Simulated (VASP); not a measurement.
# Au (P6_3/mmc) in VASP: notebook

The runs below take Au through single point, with PBEsol.

All numbers are computed with VASP 6.6.1; they aren't measurements. Logs are shortened: lines on timing, memory, paths and dates and some standing lists are left out, and cuts for length are marked.

## Step 1: The cell of the first run

The structure is hexagonal, space group P6_3/mmc (No. 194). Conventional cell: a = 2.794 Å, b = 2.794 Å, c = 5.030 Å, α = 90.00°, β = 90.00°, γ = 120.00°. Au (site symmetry -6m2) has 12 Au at 2.79 to 2.99 Å within 3.7 Å.

This isn't the form of Au at room conditions, which is fcc.

## Step 2: Single point, PBEsol (strain -0.025 along x and y, +0.050 along z)

Input file INCAR:

```
SYSTEM = Au
PREC     = Accurate       ! precision mode
ENCUT    = 520            ! plane-wave cutoff, eV
EDIFF    = 1E-6           ! SCF threshold, eV
ISMEAR   = 0              ! smearing method
SIGMA    = 0.15           ! smearing width, eV
LREAL    = .False.        ! projectors in reciprocal space
LASPH    = .True.         ! aspherical terms in the spheres
NELM     = 80             ! most SCF steps
ALGO     = Fast           ! electronic algorithm
ISIF     = 2              ! what is computed and relaxed
LWAVE    = .False.        ! write WAVECAR
LCHARG   = .False.        ! write CHGCAR
GGA      = PS             ! functional
NBANDS   = 18             ! bands
```

Input file KPOINTS:

```
regular mesh
0
Gamma
  24 24 12
  0 0 0
```

Input file POSCAR:

```
Au
1.0
    2.7935603680      0.0000000000      0.0000000000
   -1.3967801840      2.4192942457      0.0000000000
    0.0000000000      0.0000000000      5.0301069144
Au
2
Direct
    0.3333333333      0.6666666667      0.7500000000
    0.6666666667      0.3333333333      0.2500000000
```

Potentials or basis: VASP PAW PBE potentials, release 64 (Au).

The run is started by

```bash
cat potpaw_PBE.64/Au/POTCAR > POTCAR
mpirun -np 1 vasp_std > vasp.out
```

OUTCAR:

```text
SYSTEM = Au
   PREC = Accurate
   ENCUT = 520
   EDIFF = 1E-6
   ISMEAR = 0
   LREAL = .False.
   LASPH = .True.
   NELM = 80
   ISIF = 2
   GGA = PS

 ion  position               nearest neighbor table
   1  0.333  0.667  0.750-   2 2.99   2 2.99   2 2.99   2 2.99   2 2.99   2 2.99
   2  0.667  0.333  0.250-   1 2.99   1 2.99   1 2.99   1 2.99   1 2.99   1 2.99

  LATTYP: Found a hexagonal cell.
 ALAT       =     2.7935603680
 C/A-ratio  =     1.8006079167

  Lattice vectors:

 A1 = (   2.7935603680,   0.0000000000,   0.0000000000)
 A2 = (  -1.3967801840,   2.4192942457,   0.0000000000)
 A3 = (   0.0000000000,   0.0000000000,   5.0301069144)

Analysis of symmetry for initial positions (statically):
=====================================================================
 Subroutine PRICEL returns:
 Original cell was already a primitive cell.

 Routine SETGRP: Setting up the symmetry group for a
 hexagonal supercell.

 Subroutine GETGRP returns: Found 24 space group operations
 (whereof 12 operations were pure point group operations)
 out of a pool of 24 trial point group operations.

The static configuration has the point symmetry D_3d.
 The point group associated with its full space group is D_6h.

Analysis of symmetry for dynamics (positions and initial velocities):
=====================================================================
 Subroutine PRICEL returns:
 Original cell was already a primitive cell.

 Routine SETGRP: Setting up the symmetry group for a
 hexagonal supercell.

 Subroutine GETGRP returns: Found 24 space group operations
 (whereof 12 operations were pure point group operations)
 out of a pool of 24 trial point group operations.

The dynamic configuration has the point symmetry D_3d.
 The point group associated with its full space group is D_6h.

 Subroutine INISYM returns: Found 24 space group operations
 (whereof 12 operations are pure point group operations),
 and found     1 'primitive' translations

----------------------------------------------------------------------------------------

                                     Primitive cell

  volume of cell :      33.9957

  direct lattice vectors                    reciprocal lattice vectors
     2.793560368  0.000000000  0.000000000     0.357966132  0.206671843  0.000000000
    -1.396780184  2.419294246  0.000000000     0.000000000  0.413343686  0.000000000
     0.000000000  0.000000000  5.030106914     0.000000000  0.000000000  0.198802931

  length of vectors
[... 78 lines left out ...]
   LSORBIT =      F    spin-orbit coupling
   LASPH  =      T    aspherical Exc in radial PAW
   ENCUT  =  520.0 eV  38.22 Ry    6.18 a.u.   5.19  5.19  9.35*2*pi/ulx,y,z
   NELM   =     80;   NELMIN=  2; NELMDL= -5     # of ELM steps
   EDIFF  = 0.1E-05   stopping-criterion for ELM
   LREAL  =      F    real-space projection
   EDIFFG = 0.1E-04   stopping-criterion for IOM
   NSW    =      0    number of steps for IOM
   IBRION =     -1    ionic relax: 0-MD 1-quasi-New 2-CG
   NFREE  =      0    steps in history (QN), initial steepest desc. (CG)
   ISIF   =      2    stress and relaxation
   ISYM   =      2    0-nonsym 1-usesym 2-fastsym
   POTIM  = 0.5000    time-step for ionic-motion
   TEBEG  =    0.0;   TEEND  =   0.0 temperature during run
   PSTRESS=    0.0 pullay stress
   NELECT =      22.0000    total number of electrons
   NUPDOWN=      -1.0000    fix difference up-down
   EMIN   =  10.00;   EMAX   =-10.00  energy-range for DOS
   EFERMI =   0.00;   METHOD = LEGACY
   ISMEAR =     0;   SIGMA  =   0.15  broadening in eV -4-tet -1-fermi 0-gaus
   EFERMI_NEDOS =   21; number of points for ismear=-14 and -15
   IALGO  =     68    algorithm
   IMIX   =      4    mixing-type and parameters
     AMIX     =   0.40;   BMIX     =  1.00
     AMIX_MAG =   1.60;   BMIX_MAG =  1.00
  volume/ion in A,a.u.               =      17.00       114.71
  Fermi-wavevector in a.u.,A,eV,Ry     =   1.416036  2.675921 27.281844  2.005159
  Thomas-Fermi vector in A             =   2.537413
   LORBIT       =      0    0 simple, 1 ext, 2 COOP (PROOUT), +10 PAW based schemes
   GGA     = PS    functional components
   LHFCALC =     F    Hartree Fock is set to
   AEXX    =    0.0000 exact exchange contribution
   IVDW    =     0    specifies the selected vdW correction
   LEPSILON=     F    determine dielectric tensor
   LRPA    =     F    only Hartree local field effects (RPA)
 non-spin polarized calculation
 RMM-DIIS sequential band-by-band and
 Gauss-broadening in eV      SIGMA  =   0.15
  energy-cutoff  :      520.00
  volume of cell :       34.00
 maximum number of plane-waves:       930
 NGX is ok and might be reduce to    24
   NGX = 11   NGY = 11   NGZ = 19

 number of electron      22.0000001 magnetization

 Free energy of the ion-electron system (eV)
  ---------------------------------------------------
  ext. energy  EPLUGINS =         0.00000000
  ---------------------------------------------------
  free energy    TOTEN  =        -7.80022646 eV

  energy without entropy =       -7.79506971  energy(sigma->0) =       -7.79764808

 E-fermi :   9.3383     XC(G=0): -12.8915

 val. band max:        9.3288852146   @ k =   0.4583   0.0417   0.3333
 cond. band min:       9.3581314936   @ k =   0.2083  -0.0000   0.1667
 fundamental gap:      0.0292462789
 Fermi energy:         9.3382721114

 k-point     1 :       0.0000    0.0000    0.0000
  band No.  band energies     occupation
      1      -0.6441      2.00000
      2       1.5926      2.00000
      3       4.0437      2.00000
      4       4.6715      2.00000
      5       4.6715      2.00000
      6       4.9061      2.00000
[... 481 lines left out ...]
      5       5.0476      2.00000
      6       5.0793      2.00000
[... 10 lines left out ...]
     17      20.6529      0.00000
     18      24.3896      0.00000

 [... further k-points ...]
[... 5 lines left out ...]
  --------------------------------------------------------------------------------------
  -------------------------------------------------------------------------------------
  Total        0.8756084      0.8756084     -0.6725098      0.0000000      0.0000000      0.0000000
  in kB       41.2663944     41.2663944    -31.6945988      0.0000000      0.0000000      0.0000000
  external PRESSURE =      16.9460634 kB  Pullay stress =       0.0000000 kB

 VOLUME and BASIS-vectors are now :
 -----------------------------------------------------------------------------
  energy-cutoff  :      520.00
  volume of cell :       34.00
      direct lattice vectors                 reciprocal lattice vectors
     2.793560368  0.000000000  0.000000000     0.357966132  0.206671843  0.000000000
    -1.396780184  2.419294246  0.000000000     0.000000000  0.413343686  0.000000000
     0.000000000  0.000000000  5.030106914     0.000000000  0.000000000  0.198802931

 POSITION                                       TOTAL-FORCE (eV/Angst)
 -----------------------------------------------------------------------------------
     -0.00000      1.61286      3.77258         0.000000     -0.000000      0.000000
      1.39678      0.80643      1.25753        -0.000000      0.000000      0.000000
 -----------------------------------------------------------------------------------
    total drift:                               -0.000000      0.000000     -0.000000

  FREE ENERGIE OF THE ION-ELECTRON SYSTEM (eV)
  ---------------------------------------------------
  free  energy   TOTEN  =        -7.8002264567 eV

  energy  without entropy=       -7.7950697127  energy(sigma->0) =       -7.79764808
```

stdout:

```text
POSCAR found type information on POSCAR Au
 POSCAR found :  1 types and       2 ions
 scaLAPACK will be used
 -----------------------------------------------------------------------------
|                                                                             |
|                                                                             |
|     You enforced a specific xc type in the INCAR file but a different       |
|     I HOPE YOU KNOW WHAT YOU ARE DOING!                                     |
|                                                                             |
 -----------------------------------------------------------------------------

 LDA part: xc-table for (Slater+PW92), standard interpolation
 POSCAR, INCAR and KPOINTS ok, starting setup
 FFT: planning ... GRIDC
 FFT: planning ... GRID_SOFT
 FFT: planning ... GRID
 WAVECAR not read
 entering main loop
```

Run time: 1.8 min. Hardware: 1 thread of Intel Xeon 6975P-C (Granite Rapids), shared host; peak memory 0.32 GiB.

Results:

* Free energy: -7.8002 eV
* Pressure: 1.7 GPa
* Band gap on the k mesh: zero (bands 11 and 12 overlap by 7.05 eV)

Levels at points of the mesh, in eV from the Fermi level:
```tsv
k point	band 9	band 10	band 11	band 12	band 13	band 14
(0.00, 0.00, 0.00)	-3.24	-2.19	-2.19	-1.68	1.80	14.34
(0.50, 0.00, 0.00)	-1.63	-1.51	0.50	1.89	5.37	6.88
(0.00, 0.00, 0.50)	-2.61	-2.61	-2.61	-2.61	9.08	9.08
(0.50, 0.00, 0.50)	-1.56	-1.56	0.45	0.45	4.21	4.21
```

Caveat: the cell differs from its parent crystal (strain -0.025 along x and y, +0.050 along z); the stress differs along the axes, from -3 to 4 GPa; the PAW data sets were made with another functional, which shifts forces and pressure a little; spin-orbit coupling is left out, which moves the levels of the heavy elements.

## Step 3: Single point, PBEsol (strain +0.025 along x and y, -0.050 along z)

Input file INCAR:

```
PREC = Accurate
ENCUT = 520
EDIFF = 1E-7
ISMEAR = 0
SIGMA = 0.15
LREAL = False
LASPH = True
NELM = 80
ALGO = Fast
ISIF = 2
LWAVE = False
LCHARG = False
GGA = PS
NBANDS = 18
```

Input file KPOINTS:

```
Automatic mesh
0
Gamma
  24 24 12
```

Input file POSCAR:

```
Au
1.0
    2.9368198740      0.0000000000      0.0000000000
   -1.4684099370      2.5433606173      0.0000000000
    0.0000000000      0.0000000000      4.5510491130
Au
2
Direct
    0.3333333333      0.6666666667      0.7500000000
    0.6666666667      0.3333333333      0.2500000000
```

Potentials or basis: VASP PAW PBE potentials, release 64 (Au).

The run is started by

```bash
cat potpaw_PBE.64/Au/POTCAR > POTCAR
mpirun -np 1 vasp_std > vasp.out
```

Wall time 1.9 min (1 thread of Intel Xeon 6975P-C (Granite Rapids), shared host); peak memory 0.32 GiB.

It converged, with:

```yaml
Free_energy: -7.7961 eV
Pressure: 0.8 GPa
Band_gap_on_the_k_mesh: zero (bands 11 and 12 overlap by 6.82 eV)
```

Stress tensor (GPa, compression positive):
```
-1.61  0.00  0.00
 0.00 -1.61  0.00
 0.00  0.00  5.62
```

Levels at points of the mesh, in eV from the Fermi level:
| k point | band 7 | band 8 | band 9 | band 10 | band 11 | band 12 | band 13 | band 14 | band 15 | band 16 |
| --- | --- | --- | --- | --- | --- | --- | --- | --- | --- | --- |
| (0.00, 0.00, 0.00) | -4.10 | -3.93 | -3.93 | -2.12 | -2.12 | -0.57 | 3.78 | 14.14 | 16.85 | 16.97 |
| (0.50, 0.00, 0.00) | -3.80 | -2.11 | -1.82 | -1.67 | 0.13 | 1.17 | 6.35 | 7.81 | 7.91 | 9.40 |
| (0.00, 0.00, 0.50) | -4.64 | -4.64 | -2.58 | -2.58 | -2.58 | -2.58 | 12.45 | 12.45 | 14.50 | 14.50 |
| (0.50, 0.00, 0.50) | -2.38 | -2.38 | -1.92 | -1.92 | 0.35 | 0.35 | 3.86 | 3.86 | 13.24 | 13.24 |

Caveat: the cell differs from its parent crystal (strain +0.025 along x and y, -0.050 along z); the stress differs along the axes, from -2 to 6 GPa; the PAW data sets were made with another functional, which shifts forces and pressure a little; spin-orbit coupling is left out, which moves the levels of the heavy elements.

## Step 4: Single point, PBEsol (strain +0.000 along x and y, +0.025 along z)

Input file INCAR:

```
SYSTEM = Au
PREC = Accurate
ENCUT = 520
EDIFF = 1E-7
ISMEAR = 0
SIGMA = 0.15
LREAL = .FALSE.
LASPH = .TRUE.
NELM = 100
ALGO = Fast
ISIF = 2
LWAVE = .FALSE.
LCHARG = .FALSE.
GGA = PS
NBANDS = 18
```

Input file KPOINTS:

```
Automatic mesh
0
G
  24 24 12
  0 0 0
```

Input file POSCAR:

```
Au
1.0
    2.8651901210      0.0000000000      0.0000000000
   -1.4325950605      2.4813274315      0.0000000000
    0.0000000000      0.0000000000      4.9103424640
Au
2
Direct
    0.3333333333      0.6666666667      0.7500000000
    0.6666666667      0.3333333333      0.2500000000
```

The run is started by

```bash
cat potpaw_PBE.64/Au/POTCAR > POTCAR
mpirun -np 1 vasp_std > vasp.out
```

Run time: 2.3 min. Hardware: 1 thread of Intel Xeon 6975P-C (Granite Rapids), shared host; peak memory 0.32 GiB.

Results (log left out):

| Quantity | Value |
| --- | --- |
| Free energy | -7.8211 eV |
| Pressure | -4.0 GPa |
| Band gap on the k mesh | zero (bands 11 and 12 overlap by 6.78 eV) |

Stress tensor (GPa, compression positive):
```
-3.48  0.00  0.00
 0.00 -3.48  0.00
 0.00  0.00 -4.99
```

Levels at points of the mesh, in eV from the Fermi level:
| k point | band 9 | band 10 | band 11 | band 12 | band 13 | band 14 |
| --- | --- | --- | --- | --- | --- | --- |
| (0.00, 0.00, 0.00) | -3.36 | -2.14 | -2.14 | -1.22 | 2.31 | 14.69 |
| (0.50, 0.00, 0.00) | -1.77 | -1.61 | 0.41 | 1.62 | 5.53 | 7.07 |
| (0.00, 0.00, 0.50) | -2.58 | -2.58 | -2.58 | -2.58 | 10.00 | 10.00 |
| (0.50, 0.00, 0.50) | -1.67 | -1.67 | 0.49 | 0.49 | 3.90 | 3.90 |

Caveat: the cell differs from its parent crystal (strain +0.000 along x and y, +0.025 along z); the cell stands under tension; the PAW data sets were made with another functional, which shifts forces and pressure a little; spin-orbit coupling is left out, which moves the levels of the heavy elements.

## Step 5: Overview

| cell | further INCAR settings | gap on the mesh (eV) | pressure (GPa) |
| --- | --- | --- | --- |
| a = 2.794, b = 2.794, c = 5.030 Å, angles 90.0, 90.0, 120.0°, 2 atoms | ALGO = Fast; EDIFF = 1e-06; NBANDS = 18 | none | 1.7 |
| a = 2.937, b = 2.937, c = 4.551 Å, angles 90.0, 90.0, 120.0°, 2 atoms | ALGO = Fast; EDIFF = 1e-07; NBANDS = 18 | none | 0.8 |
| a = 2.865, b = 2.865, c = 4.910 Å, angles 90.0, 90.0, 120.0°, 2 atoms | ALGO = Fast; EDIFF = 1e-07; NBANDS = 18 | none | -4.0 |

Alike in all rows: task single point; level PBEsol; potentials or basis VASP PAW PBE potentials, release 64 (Au); no spin polarisation; k mesh 24 × 24 × 12; cutoff (eV) 520; smearing gaussian 0.15 eV.

Caveats: the PAW data sets were made with another functional, which shifts forces and pressure a little; spin-orbit coupling is left out, which moves the levels of the heavy elements; the stress differs along the axes, from -3 to 4 GPa (at least some runs); the stress differs along the axes, from -2 to 6 GPa (at least some runs); the cell stands under tension (at least some runs).

Absolute energies hang on the potentials; compare differences alone.

The gap in the log of VASP goes by the Fermi energy; the results here count the filled bands.